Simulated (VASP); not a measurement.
# As (P6/mmm) in VASP: a series of runs

The runs below take As through relaxation of cell and atoms, with PBE.

Everything below comes from runs of VASP 6.6.1. Logs are shortened: lines on timing, memory, paths and dates and some standing lists are left out, and cuts for length are marked.

**1. The cell of the first run**

It takes space group P6/mmm (No. 191, hexagonal). Conventional cell: a = 2.814 Å, b = 2.814 Å, c = 2.645 Å, α = 90.00°, β = 90.00°, γ = 120.00°. As (site symmetry 6/mmm) has 8 As at 2.65 to 2.81 Å within 3.5 Å.

This isn't the form of As at room conditions, which is rhombohedral.

**2. Relaxation of cell and atoms, PBE, target pressure 9.3 GPa, at which the enthalpy is minimised**

Input file INCAR:

```
PREC = Accurate
ENCUT = 600
EDIFF = 1E-6
ISMEAR = -1
SIGMA = 0.08
LREAL = F
LASPH = T
NELM = 60
ALGO = Normal
ISIF = 3
LWAVE = F
LCHARG = F
GGA = PE
IBRION = 2
NSW = 60
EDIFFG = -0.005
PSTRESS = 93.0
```

Input file KPOINTS:

```
Automatic mesh
0
Gamma
  16 16 15
```

Input file POSCAR:

```
As
1.0
    2.8139226805      0.0000000000      0.0000000000
   -1.4069613403      2.4369285256      0.0000000000
    0.0000000000      0.0000000000      2.6450873197
As
1
Direct
    0.0000000000      0.0000000000      0.0000000000
```

Potentials or basis: VASP PAW PBE potentials, release 64 (As).

Started as:

```sh
cat potpaw_PBE.64/As/POTCAR > POTCAR
mpirun -np 1 vasp_std > vasp.out
```

OUTCAR:

```text
PREC = Accurate
   ENCUT = 600
   EDIFF = 1E-6
   ISMEAR = -1
   LREAL = F
   LASPH = T
   NELM = 60
   ISIF = 3
   GGA = PE
   IBRION = 2
   NSW = 60
   EDIFFG = -0.005
   PSTRESS = 93.0

 ion  position               nearest neighbor table
   1  0.000  0.000  0.000-

  LATTYP: Found a hexagonal cell.
 ALAT       =     2.8139226805
 C/A-ratio  =     0.9400000000

  Lattice vectors:

 A1 = (   2.8139226805,   0.0000000000,   0.0000000000)
 A2 = (  -1.4069613403,   2.4369285256,   0.0000000000)
 A3 = (   0.0000000000,   0.0000000000,   2.6450873197)

Analysis of symmetry for initial positions (statically):
=====================================================================
 Subroutine PRICEL returns:
 Original cell was already a primitive cell.

 Routine SETGRP: Setting up the symmetry group for a
 hexagonal supercell.

 Subroutine GETGRP returns: Found 24 space group operations
 (whereof 24 operations were pure point group operations)
 out of a pool of 24 trial point group operations.

The static configuration has the point symmetry D_6h.

Analysis of symmetry for dynamics (positions and initial velocities):
=====================================================================
 Subroutine PRICEL returns:
 Original cell was already a primitive cell.

 Routine SETGRP: Setting up the symmetry group for a
 hexagonal supercell.

 Subroutine GETGRP returns: Found 24 space group operations
 (whereof 24 operations were pure point group operations)
 out of a pool of 24 trial point group operations.

The dynamic configuration has the point symmetry D_6h.

 Subroutine INISYM returns: Found 24 space group operations
 (whereof 24 operations are pure point group operations),
 and found     1 'primitive' translations

----------------------------------------------------------------------------------------

                                     Primitive cell

  volume of cell :      18.1382

  direct lattice vectors                    reciprocal lattice vectors
     2.813922681  0.000000000  0.000000000     0.355375792  0.205176309  0.000000000
    -1.406961340  2.436928526  0.000000000     0.000000000  0.410352618  0.000000000
     0.000000000  0.000000000  2.645087320     0.000000000  0.000000000  0.378059353

  length of vectors
     2.813922681  2.813922681  2.645087320     0.410352618  0.410352618  0.378059353

  position of ions in fractional coordinates (direct lattice)
     0.000000000  0.000000000  0.000000000

  ion indices of the primitive-cell ions
   primitive index   ion index
                 1           1

----------------------------------------------------------------------------------------

 KPOINTS: Automatic mesh

Automatic generation of k-mesh.
 Grid dimensions read from file:
 generate k-points for:   16   16   15

 Generating k-lattice:

  Cartesian coordinates                     Fractional coordinates (reciprocal lattice)
     0.022210987  0.012823519  0.000000000     0.062500000  0.000000000  0.000000000
     0.000000000  0.025647039  0.000000000     0.000000000  0.062500000  0.000000000
     0.000000000  0.000000000  0.025203957     0.000000000  0.000000000  0.066666667

  Length of vectors
     0.025647039  0.025647039  0.025203957

  Shift w.r.t. Gamma in fractional coordinates (k-lattice)
     0.000000000  0.000000000  0.000000000

 Subroutine IBZKPT returns following result:
 ===========================================

 Found    240 irreducible k-points:

 Following reciprocal coordinates:
            Coordinates               Weight
  0.000000  0.000000  0.000000      1.000000
  0.062500  0.000000  0.000000      6.000000
  0.125000  0.000000  0.000000      6.000000
  0.187500 -0.000000  0.000000      6.000000
  0.250000  0.000000  0.000000      6.000000
  0.312500 -0.000000  0.000000      6.000000
[... 16 lines left out ...]
  0.187500  0.187500  0.000000      6.000000
  0.250000  0.187500  0.000000     12.000000
 [... further k-points ...]
   k-points           NKPTS =    240   k-points in BZ     NKDIM =    240   number of bands    NBANDS=      6
   number of dos      NEDOS =    301   number of ions     NIONS =      1
   total plane-waves  NPLWV =  13824
   dimension x,y,z NGX =    24 NGY =   24 NGZ =   24
   dimension x,y,z NGXF=    48 NGYF=   48 NGZF=   48
   ions per type =               1
   NGX,Y,Z   is equivalent  to a cutoff of  14.18, 14.18, 15.08 a.u.
   NGXF,Y,Z  is equivalent  to a cutoff of  28.36, 28.36, 30.17 a.u.
 SYSTEM =  unknown system
   PREC   = accura    normal or accurate (medium, high low for compatibility)
   ISTART =      0    job   : 0-new  1-cont  2-samecut
   ICHARG =      2    charge: 1-file 2-atom 10-const
   ISPIN  =      1    spin polarized calculation?
   LNONCOLLINEAR =      F non collinear calculations
   LSORBIT =      F    spin-orbit coupling
   LASPH  =      T    aspherical Exc in radial PAW
   ENCUT  =  600.0 eV  44.10 Ry    6.64 a.u.   5.62  5.62  5.28*2*pi/ulx,y,z
   NELM   =     60;   NELMIN=  2; NELMDL= -5     # of ELM steps
   EDIFF  = 0.1E-05   stopping-criterion for ELM
   LREAL  =      F    real-space projection
   EDIFFG = -.5E-02   stopping-criterion for IOM
   NSW    =     60    number of steps for IOM
   IBRION =      2    ionic relax: 0-MD 1-quasi-New 2-CG
   NFREE  =      1    steps in history (QN), initial steepest desc. (CG)
   ISIF   =      3    stress and relaxation
   ISYM   =      2    0-nonsym 1-usesym 2-fastsym
   POTIM  = 0.5000    time-step for ionic-motion
   TEBEG  =    0.0;   TEEND  =   0.0 temperature during run
   PSTRESS=   93.0 pullay stress
   NELECT =       5.0000    total number of electrons
   NUPDOWN=      -1.0000    fix difference up-down
   EMIN   =  10.00;   EMAX   =-10.00  energy-range for DOS
   EFERMI =   0.00;   METHOD = LEGACY
   ISMEAR =    -1;   SIGMA  =   0.08  broadening in eV -4-tet -1-fermi 0-gaus
   EFERMI_NEDOS =   21; number of points for ismear=-14 and -15
   IALGO  =     38    algorithm
   IMIX   =      4    mixing-type and parameters
     AMIX     =   0.40;   BMIX     =  1.00
     AMIX_MAG =   1.60;   BMIX_MAG =  1.00
  volume/ion in A,a.u.               =      18.14       122.40
  Fermi-wavevector in a.u.,A,eV,Ry     =   1.065450  2.013409 15.445119  1.135184
  Thomas-Fermi vector in A             =   2.201002
   LORBIT       =      0    0 simple, 1 ext, 2 COOP (PROOUT), +10 PAW based schemes
   GGA     = PE    functional components
   LHFCALC =     F    Hartree Fock is set to
   AEXX    =    0.0000 exact exchange contribution
   IVDW    =     0    specifies the selected vdW correction
   LEPSILON=     F    determine dielectric tensor
   LRPA    =     F    only Hartree local field effects (RPA)
 conjugate gradient relaxation of ions
 non-spin polarized calculation
  energy-cutoff  :      600.00
  volume of cell :       18.14
 maximum number of plane-waves:       624
 NGX is ok and might be reduce to    24
   NGX = 11   NGY = 11   NGZ = 11

--------------------------------------- Ionic step        1  -------------------------------------------

 number of electron       5.0000000 magnetization

 Free energy of the ion-electron system (eV)
  ---------------------------------------------------
  ext. energy  EPLUGINS =         0.00000000
  ---------------------------------------------------
  free energy    TOTEN  =        -4.34380966 eV

  energy without entropy =       -4.33488485  energy(sigma->0) =       -4.33934726

------------------------ aborting loop because EDIFF is reached ----------------------------------------

  FORCE on cell =-STRESS in cart. coord.  units (eV):
  Direction    XX          YY          ZZ          XY          YZ          ZX
  --------------------------------------------------------------------------------------
  -------------------------------------------------------------------------------------
  Total        1.1119584      1.1119584      1.1919659     -0.0000000     -0.0000000      0.0000000
  in kB       98.2209602     98.2209602    105.2881421     -0.0000000     -0.0000000      0.0000000
  external PRESSURE =       7.5766875 kB  Pullay stress =      93.0000000 kB
[... 90 lines left out ...]
  FREE ENERGIE OF THE ION-ELECTRON SYSTEM (eV)
  ---------------------------------------------------
  free  energy   TOTEN  =        -4.3510235858 eV

  energy  without entropy=       -4.3419849703  energy(sigma->0) =       -4.34650428

  enthalpy is  TOTEN    =        -3.2912909575 eV   P V=        1.0597326283

[... ionic steps 4 to 11 ...]

--------------------------------------- Ionic step       12  -------------------------------------------

 number of electron       5.0000000 magnetization

------------------------ aborting loop because EDIFF is reached ----------------------------------------

  FORCE on cell =-STRESS in cart. coord.  units (eV):
  Direction    XX          YY          ZZ          XY          YZ          ZX
  --------------------------------------------------------------------------------------
  -------------------------------------------------------------------------------------
  Total        1.0583821      1.0583821      1.0666990     -0.0000000      0.0000000      0.0000000
  in kB       92.9119677     92.9119677     93.6420872     -0.0000000      0.0000000      0.0000000
  external PRESSURE =       0.1553409 kB  Pullay stress =      93.0000000 kB
[... 59 lines left out ...]
  enthalpy is  TOTEN    =        -3.2912943195 eV   P V=        1.0593682336

--------------------------------------- Ionic step       14  -------------------------------------------

 number of electron       5.0000000 magnetization

 Free energy of the ion-electron system (eV)
  ---------------------------------------------------
  ext. energy  EPLUGINS =         0.00000000
  ---------------------------------------------------
  free energy    TOTEN  =        -4.35081945 eV

  energy without entropy =       -4.34176173  energy(sigma->0) =       -4.34629059

 E-fermi :   7.0123     XC(G=0): -10.8693

 val. band max:        7.0062709141   @ k =   0.2500   0.0000   0.2667
 cond. band min:       7.0467500906   @ k =   0.2500   0.1875   0.2667
 fundamental gap:      0.0404791765
 Fermi energy:         7.0123447403

 k-point     1 :       0.0000    0.0000    0.0000
  band No.  band energies     occupation
      1      -8.6993      2.00000
      2      11.1929      0.00000
      3      12.6327      0.00000
      4      12.6327      0.00000
      5      15.4821      0.00000
      6      19.7060      0.00000

 k-point     2 :       0.0625    0.0000    0.0000
  band No.  band energies     occupation
      1      -8.6065      2.00000
      2      11.2769      0.00000
      3      11.7228      0.00000
      4      12.3769      0.00000
      5      15.7421      0.00000
      6      18.8176      0.00000
[... 190 lines left out ...]
 k-point    24 :       0.2500    0.1875    0.0000
  band No.  band energies     occupation
      1      -5.4393      2.00000
      2       2.8690      2.00000
      3       5.7460      2.00000
      4      13.8298      0.00000
      5      18.8709      0.00000
      6      19.8034      0.00000

 [... further k-points ...]

------------------------ aborting loop because EDIFF is reached ----------------------------------------

  FORCE on cell =-STRESS in cart. coord.  units (eV):
  Direction    XX          YY          ZZ          XY          YZ          ZX
  --------------------------------------------------------------------------------------
  -------------------------------------------------------------------------------------
  Total        1.0605820      1.0605820      1.0638272     -0.0000000     -0.0000000      0.0000000
  in kB       93.0928661     93.0928661     93.3777181     -0.0000000     -0.0000000      0.0000000
  external PRESSURE =       0.1878168 kB  Pullay stress =      93.0000000 kB
[... 16 lines left out ...]
  FREE ENERGIE OF THE ION-ELECTRON SYSTEM (eV)
  ---------------------------------------------------
  free  energy   TOTEN  =        -4.3508194543 eV

  energy  without entropy=       -4.3417617310  energy(sigma->0) =       -4.34629059

  enthalpy is  TOTEN    =        -3.2912954540 eV   P V=        1.0595240003

 reached required accuracy - stopping structural energy minimisation
```

It took 29 s on 1 thread of Intel Xeon 6975P-C (Granite Rapids), shared host; peak memory 0.16 GiB.

What came out:

```
Free energy                                                : -4.3508 eV
Relaxed volume                                             : 18.25 Å³/atom
Relaxed cell                                               : a = 2.817 Å, b = 2.817 Å, c = 2.656 Å, α = 90.00°, β = 90.00°, γ = 120.00°
Space group after relaxing (to 0.1 Å)                      : P6/mmm (No. 191)
Energy change on relaxing (the run minimises the enthalpy) : -7.0 meV/atom
Ionic steps                                                : 14
Pressure after relaxing                                    : 9.3 GPa
Band gap on the k mesh                                     : zero (an odd number of electrons rules out a gap without spin polarisation)
```

The path:
```
step  energy change (eV)  largest force (eV/Å)  pressure (GPa)  volume (Å³)
   1              0.0000                0.0000           10.06        18.14
   2             -0.0132                0.0000            8.61        18.36
   3             -0.0072                0.0000            9.28        18.26
   4             -0.0074                0.0000            9.28        18.26
   5             -0.0079                0.0000            9.20        18.27
   6             -0.0075                0.0000            9.21        18.26
   7             -0.0061                0.0000            9.40        18.24
   8             -0.0068                0.0000            9.33        18.25
   9             -0.0068                0.0000            9.33        18.25
  10             -0.0070                0.0000            9.32        18.25
  11             -0.0069                0.0000            9.31        18.25
  12             -0.0069                0.0000            9.32        18.25
  13             -0.0069                0.0000            9.32        18.25
  14             -0.0070                0.0000            9.32        18.25
```

Final structure:
```xyz
1
Lattice="2.8172 0.0000 0.0000 -1.4086 2.4398 0.0000 0.0000 0.0000 2.6556" Properties=species:S:1:pos:R:3 pbc="T T T"
As    0.0000    0.0000    0.0000
```

Caveat: the cell is relaxed towards a set pressure, so the run minimises the enthalpy, not the energy; an odd number of electrons without spin polarisation forces a metal; a magnetic or distorted state may lie lower.

**3. Relaxation of cell and atoms, PBE, target pressure 9.3 GPa, at which the enthalpy is minimised**

This run uses another cell than the first one, of 18.22 Å³/atom.

Input file INCAR:

```
SYSTEM = As
ALGO     = Normal         ! electronic algorithm
EDIFF    = 1E-7           ! SCF threshold, eV
EDIFFG   = -0.005         ! ionic threshold
ENCUT    = 600            ! plane-wave cutoff, eV
GGA      = PE             ! functional
IBRION   = 2              ! ionic algorithm
ISIF     = 3              ! what is computed and relaxed
ISMEAR   = -1             ! smearing method
LASPH    = .True.         ! aspherical terms in the spheres
LCHARG   = .False.        ! write CHGCAR
LREAL    = .False.        ! projectors in reciprocal space
LWAVE    = .False.        ! write WAVECAR
NELM     = 80             ! most SCF steps
NSW      = 32             ! ionic steps
PREC     = Accurate       ! precision mode
PSTRESS  = 93.0         
SIGMA    = 0.08           ! smearing width, eV
```

Input file KPOINTS:

```
k-points
0
Gamma
  16 16 15
  0 0 0
```

Input file POSCAR:

```
As
1.0
    2.8157281170      0.0000000000      0.0000000000
   -1.4078640585      2.4384920794      0.0000000000
    0.0000000000      0.0000000000      2.6530479197
As
1
Direct
    0.0000000000      0.0000000000      0.0000000000
```

Potentials or basis: VASP PAW PBE potentials, release 64 (As).

Started as:

```sh
cat potpaw_PBE.64/As/POTCAR > POTCAR
mpirun -np 1 vasp_std > vasp.out
```

Run time: 13 s. Hardware: 1 thread of Intel Xeon 6975P-C (Granite Rapids), shared host; peak memory 0.16 GiB.

The run converged. Its results:

| Item | Value |
| --- | --- |
| Free energy | -4.3508 eV |
| Relaxed volume | 18.25 Å³/atom |
| Relaxed cell | a = 2.817 Å, b = 2.817 Å, c = 2.655 Å, α = 90.00°, β = 90.00°, γ = 120.00° |
| Space group after relaxing (to 0.1 Å) | P6/mmm (No. 191) |
| Energy change on relaxing (the run minimises the enthalpy) | -2.1 meV/atom |
| Ionic steps | 3 |
| Pressure after relaxing | 9.3 GPa |
| Band gap on the k mesh | zero (an odd number of electrons rules out a gap without spin polarisation) |

The path:
```tsv
step	energy change (eV)	largest force (eV/Å)	pressure (GPa)	volume (Å³)
1	0.0000	0.0000	9.54	18.22
2	-0.0043	0.0000	9.07	18.29
3	-0.0021	0.0000	9.31	18.25
```

Final structure:
```xyz
1
Lattice="2.8174 0.0000 0.0000 -1.4087 2.4400 0.0000 0.0000 0.0000 2.6552" Properties=species:S:1:pos:R:3 pbc="T T T"
As   -1.4087    2.4400    2.6552
```

Levels at points of the mesh, in eV from the Fermi level:
| k point | band 1 | band 2 | band 3 | band 4 | band 5 | band 6 |
| --- | --- | --- | --- | --- | --- | --- |
| (0.00, 0.00, 0.00) | -15.71 | 4.19 | 5.62 | 5.62 | 8.47 | 12.69 |
| (0.50, 0.00, 0.00) | -11.23 | -7.28 | 1.91 | 6.69 | 7.45 | 14.18 |

Caveat: the cell is relaxed towards a set pressure, so the run minimises the enthalpy, not the energy; an odd number of electrons without spin polarisation forces a metal; a magnetic or distorted state may lie lower.

The gap in the log of VASP goes by the Fermi energy; the results here count the filled bands.